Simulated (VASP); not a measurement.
Crystal: AgI.

```xyz
4
Lattice="4.5900 0.0000 0.0000 -2.2950 3.9751 0.0000 0.0000 0.0000 7.5200" Properties=species:S:1:pos:R:3 pbc="T T T"
Ag    2.2950    1.3250    4.7376
Ag    0.0000    2.6500    0.9776
I     2.2950    1.3250    0.0000
I     0.0000    2.6500    3.7600
```

- Program: VASP 6.6.1
- Task: relaxation of cell and atoms
- Functional: PBEsol
- Potentials or basis: VASP PAW PBE potentials, release 64 (Ag, I)
- Cutoff: 500 eV
- k mesh: 8 × 8 × 4
- Occupations: fermi-dirac, width 0.1 eV
- Spin: no spin polarisation

At the start: pressure -0.7 GPa; volume 34.30 Å³/atom.

How do energy, volume and symmetry change on relaxing?

Over 11 steps the energy falls by 2.6 meV/atom and the volume is 33.51 Å³/atom (-2.3 %); space group P6_3mc (No. 186, to 0.1 Å) before and after.

The path:
```
step  energy change (eV)  largest force (eV/Å)  pressure (GPa)  volume (Å³)
   1              0.0000                0.0790           -0.75       137.21
   2             -0.0094                0.0393           -0.02       134.05
   3             -0.0094                0.0355            0.06       133.78
   4             -0.0094                0.0365            0.05       133.85
   5             -0.0097                0.0196            0.01       133.97
   6             -0.0097                0.0097           -0.01       134.03
   7             -0.0098                0.0084           -0.01       134.03
   8             -0.0101                0.0045            0.00       134.00
   9             -0.0103                0.0027            0.02       133.94
  10             -0.0102                0.0045           -0.05       134.20
  11             -0.0103                0.0001            0.00       134.03
```

Final structure:
```yaml
crystal:
  lattice:
    - [4.55775, 0.00000, 0.00000]
    - [-2.27888, 3.94713, 0.00000]
    - [0.00000, 0.00000, 7.45041]
  atoms:
    - { symbol: Ag, position: [0.66667, 0.33333, 0.62751] }
    - { symbol: Ag, position: [0.33333, 0.66667, 0.12751] }
    - { symbol: I, position: [0.66667, 0.33333, 0.00249] }
    - { symbol: I, position: [0.33333, 0.66667, 0.50249] }
```

Caveat: the PAW data sets were made with another functional, which shifts forces and pressure a little.
